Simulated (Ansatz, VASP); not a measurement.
# SrFeO4 in VASP and in Ansatz

Contents of INCAR:

```
SYSTEM = SrFeO4
PREC = Accurate
ENCUT = 520
EDIFF = 1E-6
ISMEAR = 0
SIGMA = 0.1
LREAL = .FALSE.
LASPH = .TRUE.
NELM = 150
ALGO = Normal
ISIF = 2
LWAVE = .FALSE.
LCHARG = .TRUE.
ISPIN = 2
MAGMOM = 0 4 0 0 0 0
LORBIT = 11
LMAXMIX = 4
GGA = PE
LELF = .TRUE.
LVHAR = .TRUE.
NBANDS = 34
```

File KPOINTS:

```
regular mesh
0
G
  6 6 4
  0 0 0
```

POSCAR

```
SrFeO4
1.0
    4.7532876000      0.0000000000      0.0000000000
   -2.3766438000      4.1164678200      0.0000000000
    0.0000000000      0.0000000000      3.8979764000
Sr Fe O
1 1 4
Direct
    0.0000000000      0.0000000000      0.0000000000
    0.3333333300      0.6666666700      0.0000000000
    0.6666666700      0.3333333300      0.0000000000
    0.4989508400      0.9979016800      0.5000000000
    0.0020983200      0.5010491600      0.5000000000
    0.4989508400      0.5010491600      0.5000000000
```

Input for Ansatz:

```yaml
crystal:
  lattice:
    - [4.7532876, 0.0, 0.0]
    - [-2.3766438, 4.11646782, 0.0]
    - [0.0, 0.0, 3.8979764]
  atoms:
    - { symbol: Sr, position: [0.0, 0.0, 0.0] }
    - { symbol: Fe, position: [0.33333333, 0.66666667, 0.0], spin: 4.0 }
    - { symbol: O, position: [0.66666667, 0.33333333, 0.0] }
    - { symbol: O, position: [0.49895084, 0.99790168, 0.5] }
    - { symbol: O, position: [0.00209832, 0.50104916, 0.5] }
    - { symbol: O, position: [0.49895084, 0.50104916, 0.5] }
basis:
  ecutwfc: 420
kpoints:
  mp_grid: { grid: [6, 6, 4] }
hamiltonian:
  xc: pbe
scf:
  occupations: { method: gaussian, width: 0.1 }
  lower_state_search: "off"
output:
  forces: true
  stress: true
  eigenvalues: true
  populations: true
magnetization:
  spin_polarized: true
```

Change from the starting cell: species swapped into the HoCu4Ni type (P-6m2, No. 187).

Alike in both runs: task single point; functional PBE; k mesh 6 × 6 × 4; occupations gaussian, width 0.1 eV; collinear spin.

```csv
,VASP,Ansatz
version,VASP 6.6.1,Ansatz 0.2.0
potentials or method,"VASP PAW PBE potentials, release 64 (Sr_sv, Fe, O), cutoff 520 eV","scalar-relativistic, plane waves, PAW"
valence electrons in the cell,42,50
```

```tsv
	VASP	Ansatz	Ansatz less VASP
gap on the k mesh at the Fermi level (eV)	none	none	-
pressure (GPa)	-8.7	-8.8	-0.13
traceless stress, the component that is largest in VASP (GPa)	-14.62	-14.79	-0.179
rms of the force components (eV/Å)	0.585	0.593	+0.0081
net moment per atom (μB)	0.61	0.61	+0.001
size of the moment on the site where the two differ most (μB)	3.35	3.29	-0.059
```

Site moments also hang on the region over which each program counts them. Atom by atom the forces differ by 0.008 eV/Å (rms over components). A gap of «none» marks a metal or a gap that the smearing closes. VASP's potentials hold 42 valence electrons a cell and Ansatz's 50, so a difference there can come from the potentials and not from the codes.

The k mesh is coarse, so the values compare programs but aren't converged.
